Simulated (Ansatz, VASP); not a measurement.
# MgBeS3: VASP beside Ansatz

```xyz
5
Lattice="3.7487 0.0000 0.0000 -1.8743 3.2465 0.0000 0.0000 0.0000 7.4588" Properties=species:S:1:pos:R:3 pbc="T T T"
Mg    1.8743    1.0822    1.5621
Be    0.0000    2.1643    4.8123
S     0.0000    2.1643    2.8268
S     0.0000    0.0000    0.1481
S     0.0000    0.0000    5.4937
```

Alike in both runs: functional PBE; k mesh 5 × 5 × 2; occupations gaussian, width 0.2 eV; no spin polarisation.

Ansatz relaxed the structure, and its values are those at the end. VASP's run is a single point on that final structure, the one shown.

```csv
,VASP,Ansatz
version,VASP 6.6.1,Ansatz 0.2.0
potentials or method,"VASP PAW PBE potentials, release 64 (Mg_sv, Be, S), cutoff 750 eV","scalar-relativistic, plane waves, PAW"
valence electrons in the cell,30,30
```

Ansatz gave:

| Property | Result |
| --- | --- |
| gap on the k mesh at the Fermi level (eV) | 1.45 |
| least direct gap on the mesh (eV) | 1.45 |
| pressure (GPa) | -0.1 |
| rms of the force components (eV/Å) | 0.010 |

**Question.** Estimate VASP's values.

**Answer.** gap on the k mesh at the Fermi level (eV): 1.47; least direct gap on the mesh (eV): 1.47; pressure (GPa): -0.3; rms of the force components (eV/Å): 0.034.

The k mesh is coarse, so the values compare programs but aren't converged.
